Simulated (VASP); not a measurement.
Here is a VASP 6.6.1 calculation.

POSCAR

```
Ir
1.0
    0.0000000000      1.7661240000      1.9964880000
    1.7661240000      0.0000000000      1.9964880000
    1.7661240000      1.7661240000      0.0000000000
Ir
1
Direct
    0.0000000000      0.0000000000      0.0000000000
```

Contents of INCAR.step1:

```
SYSTEM = Ir
  ALGO = Normal
  EDIFF = 1E-4
  ENCUT = 520
  GGA = PE
  ISMEAR = 0
  LASPH = .True.
  LCHARG = .False.
  LREAL = .False.
  LWAVE = .True.
  NBANDS = 10
  NELM = 80
  PREC = Accurate
  SIGMA = 0.15
```

INCAR.step2

```
SYSTEM = Ir
  ALGO = Normal
  EDIFF = 1E-6
  ENCUT = 520
  ISIF = 2
  ISMEAR = 0
  ISTART = 1
  LASPH = .True.
  LCHARG = .False.
  LMIXTAU = .True.
  LREAL = .False.
  LWAVE = .False.
  METAGGA = R2SCAN
  NBANDS = 10
  NELM = 80
  PREC = Accurate
  SIGMA = 0.15
```

Contents of KPOINTS:

```
k-points
0
Gamma
  22 22 22
  0 0 0
```

Potentials or basis: VASP PAW PBE potentials, release 64 (Ir).

Launch:

```console
$ cat potpaw_PBE.64/Ir/POTCAR > POTCAR
$ cp INCAR.step1 INCAR
$ mpirun -np 1 vasp_std > vasp.out
$ cp INCAR.step2 INCAR
$ mpirun -np 1 vasp_std > vasp.out
```

**Question.** Predict the pressure.

**Answer.** 78.9 GPa.

Stress tensor (GPa, compression positive):
```
102.05   0.00   0.00
  0.00 102.05   0.00
  0.00   0.00  32.73
```

Caveat: the cell differs from its parent crystal (strain -0.080 along x and y, +0.040 along z); the PAW data sets were made with another functional, which shifts forces and pressure a little.
